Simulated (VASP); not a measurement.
# AlGa3N4 (Pm) in VASP: notebook, part 2 of 2

VASP 6.6.1.

## 4. Single point, r2SCAN (strain +0.000 along x and y, +0.030 along z)

Contents of POSCAR:

```
AlGa3N4
1.0
    5.1389202019      0.0000000000      0.0000177042
    0.0000000000      3.1634143063      0.0000000000
   -0.0036943786      0.0000000000      5.6413044152
Al Ga N
1 3 4
Direct
    0.0005828853      0.5000000000      0.6672982354
    0.4991712869      0.5000000000      0.3350606988
    0.4992511917      0.0000000000      0.8314570704
    0.9998609984      0.0000000000      0.1661913851
    0.1194130440      0.5000000000      0.3406010344
    0.1173310426      0.0000000000      0.8259310373
    0.6202395499      0.0000000000      0.1661937141
    0.6317500112      0.5000000000      0.6672678245
```

Contents of INCAR.step1:

```
SYSTEM = AlGa3N4
PREC = Accurate
ENCUT = 520
ISMEAR = 0
SIGMA = 0.05
LREAL = .FALSE.
LASPH = .TRUE.
NELM = 100
NBANDS = 41
GGA = PE
ALGO = Normal
EDIFF = 1E-4
LWAVE = .TRUE.
LCHARG = .FALSE.
```

Contents of INCAR.step2:

```
SYSTEM = AlGa3N4
PREC = Accurate
ENCUT = 520
EDIFF = 1E-7
ISMEAR = 0
SIGMA = 0.05
LREAL = .FALSE.
LASPH = .TRUE.
NELM = 100
ALGO = Normal
ISIF = 2
LWAVE = .FALSE.
LCHARG = .TRUE.
METAGGA = R2SCAN
LMIXTAU = .TRUE.
LELF = .TRUE.
LVHAR = .TRUE.
NBANDS = 41
ISTART = 1
```

Contents of KPOINTS:

```
Automatic mesh
0
G
  6 8 4
  0 0 0
```

Potentials or basis: VASP PAW PBE potentials, release 64 (Al, Ga_d, N).

Command:

```console
$ cat potpaw_PBE.64/Al/POTCAR potpaw_PBE.64/Ga_d/POTCAR potpaw_PBE.64/N/POTCAR > POTCAR
$ cp INCAR.step1 INCAR
$ mpirun -np 1 vasp_std > vasp.out
$ cp INCAR.step2 INCAR
$ mpirun -np 1 vasp_std > vasp.out
```

OUTCAR:

```text
SYSTEM = AlGa3N4
   PREC = Accurate
   ENCUT = 520
   EDIFF = 1E-7
   ISMEAR = 0
   LREAL = .FALSE.
   LASPH = .TRUE.
   NELM = 100
   ISIF = 2
   METAGGA = R2SCAN
   ISTART = 1

 ion  position               nearest neighbor table
   1  0.001  0.500  0.667-   8 1.90   6 1.91   6 1.91   5 1.94
   2  0.499  0.500  0.335-   7 1.95   7 1.95   5 1.95   8 1.99
   3  0.499  0.000  0.831-   8 1.96   8 1.96   6 1.96   7 1.99
   4  1.000  0.000  0.166-   7 1.95   5 1.96   5 1.96   6 2.01
   5  0.119  0.500  0.341-   1 1.94   2 1.95   4 1.96   4 1.96
   6  0.117  0.000  0.826-   1 1.91   1 1.91   3 1.96   4 2.01
   7  0.620  0.000  0.166-   2 1.95   2 1.95   4 1.95   3 1.99
   8  0.632  0.500  0.667-   1 1.90   3 1.96   3 1.96   2 1.99

[... 1271 lines left out ...]
  in kB      -11.1582317    -22.0763376   -111.7353031      0.0000000      0.0000000     -0.1998138
  external PRESSURE =     -48.3232908 kB  Pullay stress =       0.0000000 kB

 VOLUME and BASIS-vectors are now :
 -----------------------------------------------------------------------------
  energy-cutoff  :      520.00
  volume of cell :       91.71
      direct lattice vectors                 reciprocal lattice vectors
     5.138920202  0.000000000  0.000017704     0.194593408  0.000000000  0.000127435
     0.000000000  3.163414306  0.000000000     0.000000000  0.316114142  0.000000000
    -0.003694379  0.000000000  5.641304415    -0.000000611  0.000000000  0.177263967

 POSITION                                       TOTAL-FORCE (eV/Angst)
 -----------------------------------------------------------------------------------
      0.00053      1.58171      3.76443         0.124053      0.000000     -0.184636
      2.56396      1.58171      1.89019         0.146624      0.000000      0.166953
      2.56254      0.00000      4.69051         0.129657      0.000000      0.216721
      5.13759      0.00000      0.93755         0.113043      0.000000     -0.158466
      0.61240      1.58171      1.92144        -0.162941      0.000000      0.311294
      0.59990      0.00000      4.65933        -0.144341      0.000000      0.135201
      3.18675      0.00000      0.93756        -0.125558      0.000000     -0.252291
      3.24405      1.58171      3.76427        -0.080536      0.000000     -0.234775
 -----------------------------------------------------------------------------------
    total drift:                               -0.039247      0.000000      0.002107

  FREE ENERGIE OF THE ION-ELECTRON SYSTEM (eV)
  ---------------------------------------------------
  free  energy   TOTEN  =       -84.8411832710 eV

  energy  without entropy=      -84.8411832710  energy(sigma->0) =      -84.84118327
```

OUTCAR.step1:

```text
SYSTEM = AlGa3N4
   PREC = Accurate
   ENCUT = 520
   ISMEAR = 0
   LREAL = .FALSE.
   LASPH = .TRUE.
   NELM = 100
[... 1303 lines left out ...]
      0.59990      0.00000      4.65933        -0.162613      0.000000      0.117140
      3.18675      0.00000      0.93756        -0.127725      0.000000     -0.248704
      3.24405      1.58171      3.76427        -0.066204      0.000000     -0.228906
 -----------------------------------------------------------------------------------
    total drift:                               -0.001031      0.000000      0.002937

  FREE ENERGIE OF THE ION-ELECTRON SYSTEM (eV)
  ---------------------------------------------------
  free  energy   TOTEN  =       -51.2898618374 eV

  energy  without entropy=      -51.2898618374  energy(sigma->0) =      -51.28986184
```

OSZICAR.step1:

```text
N       E                     dE             d eps       ncg     rms          rms(c)
DAV:   1     0.630036768622E+03    0.63004E+03   -0.28126E+04  6436   0.258E+03
DAV:   2     0.548206906486E+02   -0.57522E+03   -0.53628E+03  6140   0.642E+02
DAV:   3    -0.521077209382E+02   -0.10693E+03   -0.10402E+03  6539   0.194E+02
DAV:   4    -0.594809819453E+02   -0.73733E+01   -0.72976E+01  7827   0.542E+01
DAV:   5    -0.596836087465E+02   -0.20263E+00   -0.20227E+00  7005   0.876E+00    0.158E+01
DAV:   6    -0.510250742439E+02    0.86585E+01   -0.25585E+01 10369   0.567E+01    0.451E+00
DAV:   7    -0.513316975750E+02   -0.30662E+00   -0.41481E+00  6772   0.117E+01    0.395E+00
DAV:   8    -0.513180244934E+02    0.13673E-01   -0.44765E-01  8339   0.866E+00    0.100E+00
DAV:   9    -0.512887626635E+02    0.29262E-01   -0.13286E-01  9256   0.586E+00    0.498E-01
DAV:  10    -0.512895509317E+02   -0.78827E-03   -0.17569E-02  6822   0.969E-01    0.230E-01
DAV:  11    -0.512898152137E+02   -0.26428E-03   -0.19902E-03  8542   0.924E-01    0.441E-02
DAV:  12    -0.512898618374E+02   -0.46624E-04   -0.36280E-04  6457   0.444E-01
   1 F= -.51289862E+02 E0= -.51289862E+02  d E =-.179413E-16
```

Wall time 11 min (1 thread of Intel Xeon 6975P-C, shared host); peak memory 0.35 GiB.

Results:

| Property | Result |
| --- | --- |
| Free energy | -84.8412 eV |
| Pressure | -4.8 GPa |
| Largest force | 0.351 eV/Å |
| Band gap on the k mesh | 2.62 eV, direct |

Forces on the atoms (eV/Å):
```
Al   0.124  0.000 -0.185
Ga   0.147  0.000  0.167
Ga   0.130  0.000  0.217
Ga   0.113  0.000 -0.158
N   -0.163  0.000  0.311
N   -0.144  0.000  0.135
N   -0.126  0.000 -0.252
N   -0.081  0.000 -0.235
```

Stress tensor (GPa, compression positive):
```
 -1.12   0.00  -0.02
  0.00  -2.21   0.00
 -0.02   0.00 -11.17
```

Caveat: the cell differs from its parent crystal (strain +0.000 along x and y, +0.030 along z); the PAW data sets were made with another functional, which shifts forces and pressure a little.

## 5. Single point, r2SCAN (strain +0.015 along x and y, +0.000 along z)

POSCAR, as its differences from that of step 4:

```diff
@@ -2,5 +2,5 @@
 1.0
-    5.1389202019      0.0000000000      0.0000177042
-    0.0000000000      3.1634143063      0.0000000000
-   -0.0036943786      0.0000000000      5.6413044152
+    5.2160040049      0.0000000000      0.0000171885
+    0.0000000000      3.2108655209      0.0000000000
+   -0.0037497943      0.0000000000      5.4769945779
 Al Ga N
```

Contents of INCAR.step1:

```
ALGO = Normal
EDIFF = 1E-4
ENCUT = 520
GGA = PE
ISMEAR = 0
LASPH = True
LCHARG = False
LREAL = False
LWAVE = True
NBANDS = 41
NELM = 80
PREC = Accurate
SIGMA = 0.05
```

Contents of INCAR.step2:

```
ALGO = Normal
EDIFF = 1E-6
ENCUT = 520
ISIF = 2
ISMEAR = 0
ISTART = 1
LASPH = True
LCHARG = True
LELF = True
LMIXTAU = True
LREAL = False
LVHAR = True
LWAVE = False
METAGGA = R2SCAN
NBANDS = 41
NELM = 80
PREC = Accurate
SIGMA = 0.05
```

Contents of KPOINTS:

```
k-points
0
Gamma
  6 8 4
```

Command:

```console
$ cat potpaw_PBE.64/Al/POTCAR potpaw_PBE.64/Ga_d/POTCAR potpaw_PBE.64/N/POTCAR > POTCAR
$ cp INCAR.step1 INCAR
$ mpirun -np 1 vasp_std > vasp.out
$ cp INCAR.step2 INCAR
$ mpirun -np 1 vasp_std > vasp.out
```

It took 11 min on 1 thread of Intel Xeon 6975P-C, shared host; peak memory 0.35 GiB.

It converged, with:

- Free energy: -84.8802 eV
- Pressure: -4.9 GPa
- Largest force: 0.202 eV/Å
- Band gap on the k mesh: 2.65 eV, direct

Forces on the atoms (eV/Å):
```
Al  -0.078  0.000  0.092
Ga  -0.074  0.000 -0.118
Ga  -0.068  0.000 -0.102
Ga  -0.081  0.000  0.108
N    0.060  0.000 -0.063
N    0.014  0.000 -0.194
N    0.072  0.000  0.148
N    0.155  0.000  0.130
```

Stress tensor (GPa, compression positive):
```
-6.72  0.00  0.03
 0.00 -6.40  0.00
 0.03  0.00 -1.61
```

Levels at points of the mesh, in eV from the valence-band top:
| k point | band 29 | band 30 | band 31 | band 32 | band 33 | band 34 |
| --- | --- | --- | --- | --- | --- | --- |
| (0.00, 0.00, 0.00) | -0.11 | -0.03 | 0.00 | 2.65 | 5.10 | 5.64 |
| (0.50, 0.00, 0.00) | -0.69 | -0.37 | -0.30 | 4.82 | 4.89 | 4.97 |
| (0.00, 0.50, 0.00) | -2.06 | -1.80 | -1.74 | 6.13 | 6.17 | 7.27 |
| (0.50, 0.50, 0.00) | -1.48 | -1.46 | -1.43 | 6.18 | 6.35 | 6.46 |
| (0.00, 0.00, 0.50) | -0.67 | -0.55 | -0.39 | 4.89 | 5.08 | 6.53 |
| (0.50, 0.00, 0.50) | -1.20 | -1.17 | -1.13 | 5.72 | 5.78 | 5.90 |
| (0.00, 0.50, 0.50) | -2.08 | -0.97 | -0.83 | 5.54 | 5.82 | 6.12 |
| (0.50, 0.50, 0.50) | -1.70 | -1.65 | -1.65 | 4.87 | 4.92 | 4.98 |

Caveat: the cell differs from its parent crystal (strain +0.015 along x and y, +0.000 along z); the PAW data sets were made with another functional, which shifts forces and pressure a little.

## 6. Single point, r2SCAN (strain +0.030 along x and y, +0.015 along z)

POSCAR, as its differences from that of step 5:

```diff
@@ -2,5 +2,5 @@
 1.0
-    5.2160040049      0.0000000000      0.0000171885
-    0.0000000000      3.2108655209      0.0000000000
-   -0.0037497943      0.0000000000      5.4769945779
+    5.2930878080      0.0000000000      0.0000174463
+    0.0000000000      3.2583167355      0.0000000000
+   -0.0038052100      0.0000000000      5.5591494966
 Al Ga N
```

Contents of INCAR.step1:

```
PREC     = Accurate       # precision mode
ENCUT    = 520            # plane-wave cutoff, eV
ISMEAR   = 0              # smearing method
SIGMA    = 0.05           # smearing width, eV
LREAL    = F              # projectors in reciprocal space
LASPH    = T              # aspherical terms in the spheres
NELM     = 100            # most SCF steps
NBANDS   = 41             # bands
GGA      = PE             # functional
ALGO     = Normal         # electronic algorithm
EDIFF    = 1E-4           # SCF threshold, eV
LWAVE    = T              # write WAVECAR
LCHARG   = F              # write CHGCAR
```

Contents of INCAR.step2:

```
PREC     = Accurate       # precision mode
ENCUT    = 520            # plane-wave cutoff, eV
EDIFF    = 1E-6           # SCF threshold, eV
ISMEAR   = 0              # smearing method
SIGMA    = 0.05           # smearing width, eV
LREAL    = F              # projectors in reciprocal space
LASPH    = T              # aspherical terms in the spheres
NELM     = 100            # most SCF steps
ALGO     = Normal         # electronic algorithm
ISIF     = 2              # what is computed and relaxed
LWAVE    = F              # write WAVECAR
LCHARG   = F              # write CHGCAR
METAGGA  = R2SCAN         # meta-GGA
LMIXTAU  = T            
NBANDS   = 41             # bands
ISTART   = 1
```

Contents of KPOINTS:

```
regular mesh
0
Gamma
  6 8 4
```

Potentials or basis: VASP PAW PBE potentials, release 64 (Al, Ga_d, N).

Command:

```console
$ cat potpaw_PBE.64/Al/POTCAR potpaw_PBE.64/Ga_d/POTCAR potpaw_PBE.64/N/POTCAR > POTCAR
$ cp INCAR.step1 INCAR
$ mpirun -np 1 vasp_std > vasp.out
$ cp INCAR.step2 INCAR
$ mpirun -np 1 vasp_std > vasp.out
```

OUTCAR:

```text
PREC = Accurate
   ENCUT = 520
   EDIFF = 1E-6
   ISMEAR = 0
   LREAL = F
   LASPH = T
   NELM = 100
   ISIF = 2
   METAGGA = R2SCAN
   ISTART = 1

 ion  position               nearest neighbor table
   1  0.001  0.500  0.667-   5 1.92   8 1.95   6 1.95   6 1.95
   2  0.499  0.500  0.335-   8 1.98   7 1.99   7 1.99   5 2.01
   3  0.499  0.000  0.831-   7 1.97   8 1.99   8 1.99   6 2.02
   4  1.000  0.000  0.166-   6 1.99   5 2.00   5 2.00   7 2.01
   5  0.119  0.500  0.341-   1 1.92   4 2.00   4 2.00   2 2.01
   6  0.117  0.000  0.826-   1 1.95   1 1.95   4 1.99   3 2.02
   7  0.620  0.000  0.166-   3 1.97   2 1.99   2 1.99   4 2.01
[... 1271 lines left out ...]
  Total       -8.1470094     -8.0190025     -5.5664120      0.0000000      0.0000000      0.0174728
  in kB     -136.1438560   -134.0047459    -93.0197526      0.0000000      0.0000000      0.2919861
  external PRESSURE =    -121.0561182 kB  Pullay stress =       0.0000000 kB

 VOLUME and BASIS-vectors are now :
 -----------------------------------------------------------------------------
  energy-cutoff  :      520.00
  volume of cell :       95.88
      direct lattice vectors                 reciprocal lattice vectors
     5.293087808  0.000000000  0.000017446     0.188925639  0.000000000  0.000129319
     0.000000000  3.258316735  0.000000000     0.000000000  0.306906934  0.000000000
    -0.003805210  0.000000000  5.559149497    -0.000000593  0.000000000  0.179883631

 POSITION                                       TOTAL-FORCE (eV/Angst)
 -----------------------------------------------------------------------------------
      0.00055      1.62916      3.70961        -0.074832      0.000000      0.047808
      2.64088      1.62916      1.86266        -0.048126      0.000000     -0.113475
      2.63942      0.00000      4.62220        -0.013629      0.000000     -0.062306
      5.29172      0.00000      0.92390        -0.066588      0.000000      0.114764
      0.63077      1.62916      1.89345         0.041003      0.000000     -0.033968
      0.61790      0.00000      4.59148        -0.004333      0.000000     -0.166863
      3.28235      0.00000      0.92391         0.049946      0.000000      0.120433
      3.34137      1.62916      3.70945         0.116558      0.000000      0.093609
 -----------------------------------------------------------------------------------
    total drift:                               -0.089552      0.000000      0.007353

  FREE ENERGIE OF THE ION-ELECTRON SYSTEM (eV)
  ---------------------------------------------------
  free  energy   TOTEN  =       -84.6592871303 eV

  energy  without entropy=      -84.6592871303  energy(sigma->0) =      -84.65928713
```

Wall time 9.8 min (1 thread of AMD EPYC 9R45 (Zen 5), shared host); peak memory 0.32 GiB.

What came out:

```
Free energy            : -84.6593 eV
Pressure               : -12.1 GPa
Largest force          : 0.167 eV/Å
Band gap on the k mesh : 2.33 eV, direct
```

Forces on the atoms (eV/Å):
```
Al  -0.075  0.000  0.048
Ga  -0.048  0.000 -0.113
Ga  -0.014  0.000 -0.062
Ga  -0.067  0.000  0.115
N    0.041  0.000 -0.034
N   -0.004  0.000 -0.167
N    0.050  0.000  0.120
N    0.117  0.000  0.094
```

Levels at points of the mesh, in eV from the valence-band top:
```csv
k point,band 28,band 29,band 30,band 31,band 32,band 33,band 34,band 35
"(0.00, 0.00, 0.00)",-0.84,-0.10,-0.03,0.00,2.33,4.79,5.47,5.99
"(0.50, 0.00, 0.00)",-0.66,-0.65,-0.35,-0.30,4.56,4.65,4.74,5.30
"(0.00, 0.50, 0.00)",-1.97,-1.96,-1.71,-1.65,6.09,6.12,6.90,7.21
"(0.50, 0.50, 0.00)",-1.65,-1.40,-1.38,-1.35,5.96,6.14,6.24,6.64
"(0.00, 0.00, 0.50)",-0.74,-0.64,-0.52,-0.37,4.59,4.79,6.24,6.70
"(0.50, 0.00, 0.50)",-1.55,-1.13,-1.12,-1.08,5.50,5.54,5.65,6.12
"(0.00, 0.50, 0.50)",-2.00,-1.96,-0.92,-0.79,5.37,5.67,5.89,5.97
"(0.50, 0.50, 0.50)",-1.63,-1.62,-1.58,-1.57,4.71,4.76,4.80,5.29
```

Caveat: the cell differs from its parent crystal (strain +0.030 along x and y, +0.015 along z); the PAW data sets were made with another functional, which shifts forces and pressure a little.

## 7. Single point, r2SCAN (strain +0.030 along x and y, +0.030 along z)

POSCAR, as its differences from that of step 6:

```diff
@@ -2,5 +2,5 @@
 1.0
-    5.2930878080      0.0000000000      0.0000174463
+    5.2930878080      0.0000000000      0.0000177042
     0.0000000000      3.2583167355      0.0000000000
-   -0.0038052100      0.0000000000      5.5591494966
+   -0.0038052100      0.0000000000      5.6413044152
 Al Ga N
```

Contents of INCAR.step1:

```
PREC = Accurate
ENCUT = 520
ISMEAR = 0
SIGMA = 0.05
LREAL = F
LASPH = T
NELM = 60
NBANDS = 41
GGA = PE
ALGO = Normal
EDIFF = 1E-4
LWAVE = T
LCHARG = F
```

Contents of INCAR.step2:

```
PREC = Accurate
ENCUT = 520
EDIFF = 1E-6
ISMEAR = 0
SIGMA = 0.05
LREAL = F
LASPH = T
NELM = 60
ALGO = Normal
ISIF = 2
LWAVE = F
LCHARG = F
METAGGA = R2SCAN
LMIXTAU = T
NBANDS = 41
ISTART = 1
```

KPOINTS is that of step 6.

Command:

```console
$ cat potpaw_PBE.64/Al/POTCAR potpaw_PBE.64/Ga_d/POTCAR potpaw_PBE.64/N/POTCAR > POTCAR
$ cp INCAR.step1 INCAR
$ mpirun -np 1 vasp_std > vasp.out
$ cp INCAR.step2 INCAR
$ mpirun -np 1 vasp_std > vasp.out
```

Run time: 10 min. Hardware: 1 thread of AMD EPYC 9R45 (Zen 5), shared host; peak memory 0.33 GiB.

It converged, with:

```yaml
Free_energy: -84.5551 eV
Pressure: -14.3 GPa
Largest_force: 0.085 eV/Å
Band_gap_on_the_k_mesh: 2.25 eV, direct
```

Forces on the atoms (eV/Å):
```
Al  -0.029  0.000 -0.031
Ga   0.005  0.000 -0.037
Ga   0.038  0.000  0.016
Ga  -0.025  0.000  0.055
N   -0.012  0.000  0.074
N   -0.038  0.000 -0.076
N    0.004  0.000  0.009
N    0.057  0.000 -0.009
```

Stress tensor (GPa, compression positive):
```
-14.13   0.00   0.01
  0.00 -14.28   0.00
  0.01   0.00 -14.35
```

Levels at points of the mesh, in eV from the valence-band top:
| k point | band 29 | band 30 | band 31 | band 32 | band 33 | band 34 |
| --- | --- | --- | --- | --- | --- | --- |
| (0.00, 0.00, 0.00) | -0.07 | -0.03 | 0.00 | 2.25 | 4.65 | 5.53 |
| (0.50, 0.00, 0.00) | -0.62 | -0.33 | -0.33 | 4.46 | 4.59 | 4.75 |
| (0.00, 0.50, 0.00) | -1.90 | -1.69 | -1.63 | 6.11 | 6.14 | 6.80 |
| (0.50, 0.50, 0.00) | -1.34 | -1.32 | -1.29 | 5.93 | 6.10 | 6.20 |
| (0.00, 0.00, 0.50) | -0.57 | -0.52 | -0.31 | 4.54 | 4.76 | 6.20 |
| (0.50, 0.00, 0.50) | -1.06 | -1.05 | -1.02 | 5.47 | 5.52 | 5.62 |
| (0.00, 0.50, 0.50) | -1.93 | -0.92 | -0.80 | 5.19 | 5.53 | 5.74 |
| (0.50, 0.50, 0.50) | -1.59 | -1.54 | -1.52 | 4.65 | 4.71 | 4.74 |

Caveat: the cell differs from its parent crystal (strain +0.030 along x and y, +0.030 along z); the PAW data sets were made with another functional, which shifts forces and pressure a little.

## 8. The runs side by side

| cell | gap on the mesh (eV) | pressure (GPa) | largest force (eV/Å) |
| --- | --- | --- | --- |
| a = 5.293, b = 3.258, c = 5.395 Å, 8 atoms | 2.42 | -7.0 | 0.49 |
| a = 5.216, b = 3.211, c = 5.559 Å, 8 atoms | 2.56 | -7.6 | 0.08 |
| a = 5.139, b = 3.163, c = 5.641 Å, 8 atoms | 2.62 | -4.8 | 0.35 |
| a = 5.216, b = 3.211, c = 5.477 Å, 8 atoms | 2.65 | -4.9 | 0.20 |
| a = 5.293, b = 3.258, c = 5.559 Å, 8 atoms | 2.33 | -12.1 | 0.17 |
| a = 5.293, b = 3.258, c = 5.641 Å, 8 atoms | 2.25 | -14.3 | 0.09 |

Alike in all rows: task single point; level r2SCAN; potentials or basis VASP PAW PBE potentials, release 64 (Al, Ga_d, N); no spin polarisation; k mesh 6 × 8 × 4; cutoff (eV) 520; smearing gaussian 0.05 eV.

Caveats: the PAW data sets were made with another functional, which shifts forces and pressure a little.

Total energies depend on the potentials used, so only differences within one code and one set of settings carry meaning.
